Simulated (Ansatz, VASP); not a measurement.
## WS2: VASP beside Ansatz

The input INCAR:

```
PREC     = Accurate       # precision mode
ENCUT    = 520            # plane-wave cutoff, eV
EDIFF    = 1E-6           # SCF threshold, eV
ISMEAR   = -1             # smearing method
SIGMA    = 0.03           # smearing width, eV
LREAL    = F              # projectors in reciprocal space
LASPH    = T              # aspherical terms in the spheres
NELM     = 60             # most SCF steps
ALGO     = Normal         # electronic algorithm
ISIF     = 2              # what is computed and relaxed
LWAVE    = F              # write WAVECAR
LCHARG   = T              # write CHGCAR
GGA      = PE             # functional
LELF     = T              # ELF
LVHAR    = T            
NBANDS   = 20             # bands
```

The input KPOINTS:

```
Automatic mesh
0
Gamma
  6 6 2
```

Contents of POSCAR:

```
WS2
1.0
    2.5917300000      0.0000000000      0.0000000000
    0.0000000000      2.5917300000      0.0000000000
    0.0000000000      0.0000000000      9.2341700000
W S
1 2
Direct
    0.5000000000      0.5000000000      0.5000000000
    0.5000000000      0.5000000000      0.7656600000
    0.5000000000      0.5000000000      0.2343400000
```

File input.yaml:

```yaml
crystal:
  lattice:
    - [2.59173, 0.0, 0.0]
    - [0.0, 2.59173, 0.0]
    - [0.0, 0.0, 9.23417]
  atoms:
    - { symbol: W, position: [0.5, 0.5, 0.5] }
    - { symbol: S, position: [0.5, 0.5, 0.76566] }
    - { symbol: S, position: [0.5, 0.5, 0.23434] }
kpoints:
  mp_grid: { grid: [6, 6, 2] }
scf:
  occupations: { method: fermi_dirac, width: 0.03 }
hamiltonian:
  xc: pbe
  pseudopotentials: { kind: all_electron, lapw: { basis_error: 0.002 } }
output:
  forces: true
  stress: true
  eigenvalues: true
```

Alike in both runs: task single point; functional PBE; k mesh 6 × 6 × 2; occupations fermi-dirac, width 0.03 eV; no spin polarisation.

|  | VASP | Ansatz |
| --- | --- | --- |
| version | VASP 6.6.1 | Ansatz 0.2.0 |
| potentials or method | VASP PAW PBE potentials, release 64 (W_sv, S), cutoff 520 eV | all-electron LAPW, scalar-relativistic |

Ansatz gave:

- gap on the k mesh at the Fermi level (eV): none
- pressure (GPa): -0.7
- traceless stress, the component that is largest in VASP (GPa): -3.27
- rms of the force components (eV/Å): 0.152

Question: What did VASP give for the same quantities?

Answer: gap on the k mesh at the Fermi level (eV): none; pressure (GPa): -0.6; traceless stress, the component that is largest in VASP (GPa): -3.39; rms of the force components (eV/Å): 0.149.

Atom by atom the forces differ by 0.002 eV/Å (rms over components). A gap of «none» marks a metal or a gap that the smearing closes. Ansatz ran all-electron here, and VASP with PAW potentials.

The k mesh is coarse, so the values compare programs but aren't converged. Neither program's run includes spin-orbit coupling. Noted on Ansatz's run: the k mesh is thin for a metal, which can move the energy by tens of meV per atom.
